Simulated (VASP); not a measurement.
Set up this calculation in VASP 6.6.1, as the native input.

* Task: single point
* Functional: PBEsol
* Potentials or basis: VASP PAW PBE potentials, release 64 (Cs_sv, Sn_d, I)
* Cutoff: 520 eV
* k mesh: 6 × 6 × 6
* Occupations: gaussian, width 0.01 eV
* Spin: no spin polarisation
* Dipole correction: no
* Further INCAR settings: ALGO = Fast; EDIFF = 1e-06; NBANDS = 30

The structure of CsSnI3 lies in POSCAR:

```
CsSnI3
1.0
    6.0721070615      0.0000000000      0.0000000000
    0.0000000000      6.0721070615      0.0000000000
    0.0000000000      0.0000000000      6.0721070615
Cs Sn I
1 1 3
Direct
    0.0000000000      0.0000000000      0.0000000000
    0.5000000000      0.5000000000      0.5000000000
    0.0000000000      0.5000000000      0.5000000000
    0.5000000000      0.0000000000      0.5000000000
    0.5000000000      0.5000000000      0.0000000000
```

One way to write it, as run:

INCAR

```
SYSTEM = CsSnI3
ALGO = Fast
EDIFF = 1E-6
ENCUT = 520
GGA = PS
ISIF = 2
ISMEAR = 0
LASPH = .True.
LCHARG = .False.
LREAL = .False.
LWAVE = .False.
NBANDS = 30
NELM = 60
PREC = Accurate
SIGMA = 0.01
```

KPOINTS

```
k-points
0
Gamma
  6 6 6
  0 0 0
```

Potentials or basis: VASP PAW PBE potentials, release 64 (Cs_sv, Sn_d, I).

The run is started by

```console
$ cat potpaw_PBE.64/Cs_sv/POTCAR potpaw_PBE.64/Sn_d/POTCAR potpaw_PBE.64/I/POTCAR > POTCAR
$ mpirun -np 1 vasp_std > vasp.out
```

Results of the run:

```yaml
Pressure: 0.6 GPa
Band_gap_on_the_k_mesh: zero (filled and empty bands touch)
```

Caveat: semilocal functionals underestimate gaps, and a narrow one can read as zero; the PAW data sets were made with another functional, which shifts forces and pressure a little; spin-orbit coupling is left out, which moves the levels of the heavy elements.

It took 3.3 min on 1 thread of Oxide Virtual Turin-like Processor (shared host), peak memory 0.37 GiB.
